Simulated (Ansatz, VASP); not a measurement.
## AlP in VASP and in Ansatz

INCAR

```
SYSTEM = AlP
PREC = Accurate
ENCUT = 500
EDIFF = 1E-6
ISMEAR = 0
SIGMA = 0.1
LREAL = .FALSE.
LASPH = .TRUE.
NELM = 120
ALGO = Normal
ISIF = 2
LWAVE = .FALSE.
LCHARG = .FALSE.
GGA = CA
NBANDS = 11
GGA_COMPAT = .FALSE.
```

Contents of KPOINTS:

```
regular mesh
0
G
  6 6 6
  0 0 0
```

File POSCAR:

```
AlP
1.0
    0.0000000000      2.7350000000      2.7350000000
    2.7350000000      0.0000000000      2.7350000000
    2.7350000000      2.7350000000      0.0000000000
Al P
1 1
Direct
    0.0000000000      0.0000000000      0.0000000000
    0.2500000000      0.2500000000      0.2500000000
```

Input for Ansatz:

```yaml
crystal:
  lattice:
    - [0.0, 2.735, 2.735]
    - [2.735, 0.0, 2.735]
    - [2.735, 2.735, 0.0]
  atoms:
    - { symbol: Al, position: [0.0, 0.0, 0.0] }
    - { symbol: P, position: [0.25, 0.25, 0.25] }
basis:
  ecutwfc: 420
kpoints:
  mp_grid: { grid: [6, 6, 6] }
hamiltonian:
  xc: lda
  pseudopotentials: { kind: paw, azcp: { folder: soft_1 } }
scf:
  occupations: { method: gaussian, width: 0.1 }
output:
  forces: true
  stress: true
  eigenvalues: true
```

Alike in both runs: task single point; functional LDA; k mesh 6 × 6 × 6; occupations gaussian, width 0.1 eV; no spin polarisation.

|  | VASP | Ansatz |
| --- | --- | --- |
| version | VASP 6.6.1 | Ansatz 0.2.0 |
| potentials or method | VASP PAW LDA potentials, release 64 (Al, P), cutoff 500 eV | scalar-relativistic, plane waves, PAW |
| valence electrons in the cell | 8 | 8 |

```tsv
	VASP	Ansatz	Ansatz less VASP
gap on the k mesh at the Fermi level (eV)	1.45	1.45	+0.004
least direct gap on the mesh (eV)	3.07	3.05	-0.016
pressure (GPa)	-1.6	-1.7	-0.05
```

Ansatz warns that its potentials were made for another functional, while VASP's fit it. LDA's correlation is that of Perdew and Zunger in VASP and of Perdew and Wang (1992) in Ansatz.
